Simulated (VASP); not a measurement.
A run of VASP 6.6.1 is set up as follows.

The input INCAR:

```
SYSTEM = MgS
PREC = Accurate
ENCUT = 520
EDIFF = 1E-7
ISMEAR = 0
SIGMA = 0.05
LREAL = .False.
LASPH = .True.
NELM = 60
ALGO = Normal
ISIF = 2
LWAVE = .False.
LCHARG = .True.
GGA = PE
LELF = .True.
LVHAR = .True.
NBANDS = 11
```

KPOINTS

```
Automatic mesh
0
Gamma
  8 8 8
  0 0 0
```

The input POSCAR:

```
MgS
1.0
    0.0000000000      2.6016500000      2.6016500000
    2.6016500000      0.0000000000      2.6016500000
    2.6016500000      2.6016500000      0.0000000000
Mg S
1 1
Direct
   -0.0169869790      0.0000000000      0.0000000000
    0.5000000000      0.5000000000      0.5000000000
```

Potentials or basis: VASP PAW PBE potentials, release 64 (Mg, S).

The run is started by

```console
$ cat potpaw_PBE.64/Mg/POTCAR potpaw_PBE.64/S/POTCAR > POTCAR
$ mpirun -np 1 vasp_std > vasp.out
```

Question: What does it give for the largest force?

Answer: 0.176 eV/Å.

Question: What does it give for the band gap on the k mesh?

Answer: 2.78 eV, indirect (least direct gap 3.71 eV).

Stress tensor (GPa, compression positive):
```
 0.83  0.00  0.00
 0.00  1.07 -0.03
 0.00 -0.03  1.07
```

Caveat: the cell differs from its parent crystal (all Mg atoms moved +0.062 Å, as atom 1 towards its neighbour atom 1 (Mg) at 3.679 Å). A k mesh can miss the band edges.
